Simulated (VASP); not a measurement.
# Be (Fmmm) in VASP: a series of runs, part 2 of 2

VASP 6.6.1.

### Step 4. Single point, PBEsol (strain +0.0075 x Voigt [0, 0, 0, 0, 0, 1])

INCAR

```
SYSTEM = Be
PREC = Accurate
ENCUT = 520
EDIFF = 1E-7
ISMEAR = 0
SIGMA = 0.15
LREAL = .FALSE.
LASPH = .TRUE.
NELM = 80
ALGO = Normal
ISIF = 2
LWAVE = .FALSE.
LCHARG = .FALSE.
GGA = PS
NBANDS = 7
```

KPOINTS

```
Automatic mesh
0
G
  26 26 26
  0 0 0
```

POSCAR

```
Be
1.0
   -1.2484217477      1.2484217477      1.2531209513
    1.2484217477     -1.2484217477      1.2531209513
    1.2578201549      1.2578201549     -1.2531209513
Be
1
Direct
    0.0000000000      0.0000000000      0.0000000000
```

Potentials or basis: VASP PAW PBE potentials, release 64 (Be).

Started as:

```bash
$ cat potpaw_PBE.64/Be/POTCAR > POTCAR
$ mpirun -np 1 vasp_std > vasp.out
```

OUTCAR:

```text
SYSTEM = Be
   PREC = Accurate
   ENCUT = 520
   EDIFF = 1E-7
   ISMEAR = 0
   LREAL = .FALSE.
   LASPH = .TRUE.
   NELM = 80
   ISIF = 2
   GGA = PS

 ion  position               nearest neighbor table
   1  0.000  0.000  0.000-

  LATTYP: Found a face centered orthorhombic cell.
 ALAT       =     2.5062419026
 B/A-ratio  =     1.4089102615
 C/A-ratio  =     1.4195168633

  Lattice vectors:

 A1 = (   2.5062419026,   0.0093984072,   0.0000000000)
 A2 = (   1.2578201549,   1.2578201549,   1.2531209513)
 A3 = (   1.2484217477,  -1.2484217477,   1.2531209513)

Analysis of symmetry for initial positions (statically):
=====================================================================
 Subroutine PRICEL returns:
 Original cell was already a primitive cell.

 Routine SETGRP: Setting up the symmetry group for a
 face centered orthorhombic supercell.

 Subroutine GETGRP returns: Found  8 space group operations
 (whereof  8 operations were pure point group operations)
 out of a pool of  8 trial point group operations.

The static configuration has the point symmetry D_2h.

Analysis of symmetry for dynamics (positions and initial velocities):
=====================================================================
 Subroutine PRICEL returns:
[... 152 lines left out ...]

  energy without entropy =       -3.90041603  energy(sigma->0) =       -3.90080435

 E-fermi :   7.9040     XC(G=0): -10.6281

 val. band max:        7.9016362636   @ k =  -0.0385   0.3846   0.2692
 cond. band min:       7.9119251967   @ k =   0.3846   0.2692   0.0000
 fundamental gap:      0.0102889331
 Fermi energy:         7.9040448718

 k-point     1 :       0.0000    0.0000    0.0000
  band No.  band energies     occupation
      1      -4.3160      2.00000
      2      27.1489      0.00000
      3      27.2600      0.00000
      4      27.3666      0.00000
      5      38.5708      0.00000
      6      38.5867      0.00000
      7      38.6661      0.00000
[... 221 lines left out ...]
 k-point    24 :       0.3846    0.0385    0.0000
  band No.  band energies     occupation
      1       1.2163      2.00000
      2      10.5856      0.00000
      3      20.3807      0.00000
      4      23.1651      0.00000
      5      29.3556      0.00000
      6      33.9370      0.00000
      7      42.5601      0.00000

 [... further k-points ...]
[... 5 lines left out ...]
  --------------------------------------------------------------------------------------
  -------------------------------------------------------------------------------------
  Total       -0.0788861     -0.0788861     -0.0791445     -0.0792290      0.0000000      0.0000000
  in kB      -16.0575090    -16.0575090    -16.1101139    -16.1273088      0.0000000      0.0000000
  external PRESSURE =     -16.0750440 kB  Pullay stress =       0.0000000 kB

 VOLUME and BASIS-vectors are now :
 -----------------------------------------------------------------------------
  energy-cutoff  :      520.00
  volume of cell :        7.87
      direct lattice vectors                 reciprocal lattice vectors
    -1.248421748  1.248421748  1.253120951    -0.001496285  0.399009394  0.399003783
     1.248421748 -1.248421748  1.253120951     0.399009394 -0.001496285  0.399003783
     1.257820155  1.257820155 -1.253120951     0.397513109  0.397513109  0.000000000

 POSITION                                       TOTAL-FORCE (eV/Angst)
 -----------------------------------------------------------------------------------
      0.00000      0.00000      0.00000        -0.000000      0.000000      0.000000
 -----------------------------------------------------------------------------------
    total drift:                               -0.000000     -0.000000      0.000000

  FREE ENERGIE OF THE ION-ELECTRON SYSTEM (eV)
  ---------------------------------------------------
  free  energy   TOTEN  =        -3.9011926789 eV

  energy  without entropy=       -3.9004160290  energy(sigma->0) =       -3.90080435
```

OSZICAR:

```text
N       E                     dE             d eps       ncg     rms          rms(c)
DAV:   1    -0.260449015385E+01   -0.26045E+01   -0.11283E+03 37170   0.233E+02
DAV:   2    -0.391245363426E+01   -0.13080E+01   -0.12542E+01 48265   0.260E+01
DAV:   3    -0.391457827742E+01   -0.21246E-02   -0.21244E-02 38752   0.909E-01
DAV:   4    -0.391457867607E+01   -0.39865E-06   -0.39818E-06 51968   0.123E-02
DAV:   5    -0.391457867629E+01   -0.22311E-09   -0.81772E-10 39347   0.663E-05    0.807E-01
DAV:   6    -0.390501126917E+01    0.95674E-02   -0.66212E-04 37583   0.282E-01    0.492E-01
DAV:   7    -0.390120046505E+01    0.38108E-02   -0.71415E-04 36631   0.288E-01    0.162E-02
DAV:   8    -0.390119213644E+01    0.83286E-05   -0.17266E-06 41440   0.125E-02    0.334E-03
DAV:   9    -0.390119269509E+01   -0.55865E-06   -0.16292E-07 42763   0.231E-03    0.122E-04
DAV:  10    -0.390119267887E+01    0.16218E-07   -0.19571E-10 25564   0.138E-04
   1 F= -.39011927E+01 E0= -.39008044E+01  d E =-.776650E-03
```

Run time: 27 s. Hardware: 1 thread of Intel Xeon Platinum 8488C (Sapphire Rapids), shared host; peak memory 0.22 GiB.

What came out:

```
Free energy            : -3.9012 eV
Pressure               : -1.6 GPa
Band gap on the k mesh : zero (band 1 reaches 11.81 eV, above the bottom of band 2 at 6.56 eV)
```

Caveat: the cell differs from its parent crystal (strain +0.0075 x Voigt [0, 0, 0, 0, 0, 1]); the PAW data sets were made with another functional, which shifts forces and pressure a little.

### Step 5. Overview

| cell | gap on the mesh (eV) | pressure (GPa) |
| --- | --- | --- |
| a = 2.167, b = 2.167, c = 2.174 Å, angles 109.5, 109.5, 109.3°, 1 atom | none | -1.6 |
| a = 2.158, b = 2.158, c = 2.183 Å, angles 109.5, 109.5, 109.0°, 1 atom | none | -1.6 |
| a = 2.165, b = 2.165, c = 2.176 Å, angles 109.5, 109.5, 109.3°, 1 atom | none | -1.6 |

Alike in all rows: task single point; level PBEsol; potentials or basis VASP PAW PBE potentials, release 64 (Be); no spin polarisation; k mesh 26 × 26 × 26; cutoff (eV) 520; smearing gaussian 0.15 eV.

Caveats: the PAW data sets were made with another functional, which shifts forces and pressure a little.

Absolute energies hang on the potentials; compare differences alone.
